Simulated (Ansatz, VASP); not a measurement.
# KCl in VASP and in Ansatz

File INCAR:

```
SYSTEM = KCl
PREC = Accurate
ENCUT = 500
EDIFF = 1E-6
ISMEAR = -1
SIGMA = 0.02
LREAL = .FALSE.
LASPH = .TRUE.
NELM = 120
ALGO = Normal
ISIF = 2
LWAVE = .FALSE.
LCHARG = .FALSE.
GGA = PE
NBANDS = 15
GGA_COMPAT = .FALSE.
```

KPOINTS

```
regular mesh
0
G
  7 7 7
  0 0 0
```

POSCAR

```
KCl
1.0
    3.7052729967      0.0000000000      0.0000000000
    0.0000000000      3.7052729967      0.0000000000
    0.0000000000      0.0000000000      3.7052729967
K Cl
1 1
Direct
    0.0000000000      0.0000000000      0.0000000000
    0.5000000000      0.5000000000      0.5000000000
```

Input for Ansatz:

```yaml
crystal:
  lattice:
    - [3.7052729967, 0.0, 0.0]
    - [0.0, 3.7052729967, 0.0]
    - [0.0, 0.0, 3.7052729967]
  atoms:
    - { symbol: K, position: [0.0, 0.0, 0.0] }
    - { symbol: Cl, position: [0.5, 0.5, 0.5] }
kpoints:
  mp_grid: { grid: [7, 7, 7] }
  band_path:
    path:
      - [0.0, 0.0, 0.0]
      - [0.0, 0.5, 0.0]
      - [0.5, 0.5, 0.0]
      - [0.0, 0.0, 0.0]
      - [0.5, 0.5, 0.5]
      - [0.0, 0.5, 0.0]
      - [0.5, 0.5, 0.5]
      - [0.5, 0.5, 0.0]
    npoints: 5
scf:
  occupations: { method: fermi_dirac, width: 0.02 }
hamiltonian:
  xc: pbe
  pseudopotentials: { kind: all_electron, lapw: { basis_error: 0.0005 } }
output:
  forces: true
  stress: true
  eigenvalues: true
```

Change from the starting cell: volume scaled by 1.06.

Alike in both runs: task single point; functional PBE; k mesh 7 × 7 × 7; occupations fermi-dirac, width 0.02 eV; no spin polarisation.

|  | VASP | Ansatz |
| --- | --- | --- |
| version | VASP 6.6.1 | Ansatz 0.2.0 |
| potentials or method | VASP PAW PBE potentials, release 64 (K_sv, Cl), cutoff 500 eV | all-electron LAPW, scalar-relativistic |

```csv
,VASP,Ansatz,Ansatz less VASP
gap on the k mesh at the Fermi level (eV),5.30,5.31,+0.003
pressure (GPa),2.5,2.5,-0.03
```

Ansatz ran all-electron here, and VASP with PAW potentials.
